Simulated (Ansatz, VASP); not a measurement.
# CdCl in VASP and in Ansatz

```
Cd Cl
1.0
     5.28703    0.00000    0.00000
     0.00000    3.49877    0.00000
     0.00000    0.00000    5.39810
Cd Cl
2 2
Direct
  0.75000 0.00000 0.68700
  0.25000 0.00000 0.31300
  0.75000 0.50000 0.18800
  0.25000 0.50000 0.81200
```

Alike in both runs: task single point; functional PBE; k mesh 4 × 6 × 4; occupations gaussian, width 0.1 eV; no spin polarisation.

|  | VASP | Ansatz |
| --- | --- | --- |
| version | VASP 6.6.1 | Ansatz 0.2.0 |
| potentials or method | VASP PAW PBE potentials, release 64 (Cd, Cl), cutoff 520 eV | scalar-relativistic, plane waves, PAW |
| valence electrons in the cell | 38 | 54 |

```tsv
	VASP	Ansatz	Ansatz less VASP
gap on the k mesh at the Fermi level (eV)	none	none	-
pressure (GPa)	-1.1	-1.1	-0.06
traceless stress, the component that is largest in VASP (GPa)	2.04	2.06	+0.014
rms of the force components (eV/Å)	0.076	0.075	-0.0002
```

Atom by atom the forces differ by 0.002 eV/Å (rms over components). A gap of «none» marks a metal or a gap that the smearing closes. VASP's potentials hold 38 valence electrons a cell and Ansatz's 54, so a difference there can come from the potentials and not from the codes.
